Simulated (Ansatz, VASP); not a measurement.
**Two plane-wave programs on Co2Si**

File INCAR:

```
ALGO = Fast
EDIFF = 1E-6
EDIFFG = -0.01
ENCUT = 600
GGA = PE
IBRION = 2
ISIF = 3
ISMEAR = 0
LASPH = T
LCHARG = F
LREAL = F
LWAVE = F
NELM = 80
NSW = 60
PREC = Accurate
SIGMA = 0.1
```

The input KPOINTS:

```
k-points
0
Gamma
  6 8 6
```

The input POSCAR:

```
Co2Si
1.0
    4.8809145762      0.0000000000      0.0000000000
    0.0000000000      3.7131275833      0.0000000000
    0.0000000000      0.0000000000      7.0386361024
Co Si
8 4
Direct
    0.8268002730      0.7500000000      0.4352337952
    0.6731997270      0.2500000000      0.9352337952
    0.4638072967      0.7500000000      0.7174559757
    0.0361927033      0.2500000000      0.2174559757
    0.3268002730      0.7500000000      0.0647662048
    0.1731997270      0.2500000000      0.5647662048
    0.9638072967      0.7500000000      0.7825440243
    0.5361927033      0.2500000000      0.2825440243
    0.7022294063      0.2500000000      0.6053462395
    0.7977705937      0.7500000000      0.1053462395
    0.2022294063      0.2500000000      0.8946537605
    0.2977705937      0.7500000000      0.3946537605
```

Input for Ansatz:

```yaml
crystal:
  lattice:
    - [4.8809145762, 0.0, 0.0]
    - [0.0, 3.7131275833, 0.0]
    - [0.0, 0.0, 7.0386361024]
  atoms:
    - { symbol: Co, position: [0.826800273, 0.75, 0.4352337952] }
    - { symbol: Co, position: [0.673199727, 0.25, 0.9352337952] }
    - { symbol: Co, position: [0.4638072967, 0.75, 0.7174559757] }
    - { symbol: Co, position: [0.0361927033, 0.25, 0.2174559757] }
    - { symbol: Co, position: [0.326800273, 0.75, 0.0647662048] }
    - { symbol: Co, position: [0.173199727, 0.25, 0.5647662048] }
    - { symbol: Co, position: [0.9638072967, 0.75, 0.7825440243] }
    - { symbol: Co, position: [0.5361927033, 0.25, 0.2825440243] }
    - { symbol: Si, position: [0.7022294063, 0.25, 0.6053462395] }
    - { symbol: Si, position: [0.7977705937, 0.75, 0.1053462395] }
    - { symbol: Si, position: [0.2022294063, 0.25, 0.8946537605] }
    - { symbol: Si, position: [0.2977705937, 0.75, 0.3946537605] }
basis:
  ecutwfc: 420
kpoints:
  mp_grid: { grid: [6, 8, 6] }
hamiltonian:
  xc: pbe
scf:
  occupations: { method: gaussian, width: 0.1 }
output:
  forces: true
  stress: true
  eigenvalues: true
relax:
  adjacent_minimum: "off"
  f_tol: 0.01
  max_steps: 40
  cell: { stress_tol: 0.05 }
```

Alike in both runs: task relaxation of cell and atoms; functional PBE; k mesh 6 × 8 × 6; occupations gaussian, width 0.1 eV; no spin polarisation.

|  | VASP | Ansatz |
| --- | --- | --- |
| version | VASP 6.6.1 | Ansatz 0.2.0 |
| potentials or method | VASP PAW PBE potentials, release 64 (Co, Si), cutoff 600 eV | scalar-relativistic, plane waves, PAW |
| valence electrons in the cell | 88 | 152 |

```tsv
	VASP	Ansatz	Ansatz less VASP
gap on the k mesh at the Fermi level, each at its own relaxed structure (eV)	none	none	-
relaxed volume (Å³/atom)	10.60	10.61	+0.009
relaxed length of the cell vector where the two differ most in proportion (Å)	7.050	7.056	+0.0060
```

A gap of «none» marks a metal or a gap that the smearing closes. VASP's potentials hold 88 valence electrons a cell and Ansatz's 152, so a difference there can come from the potentials and not from the codes.
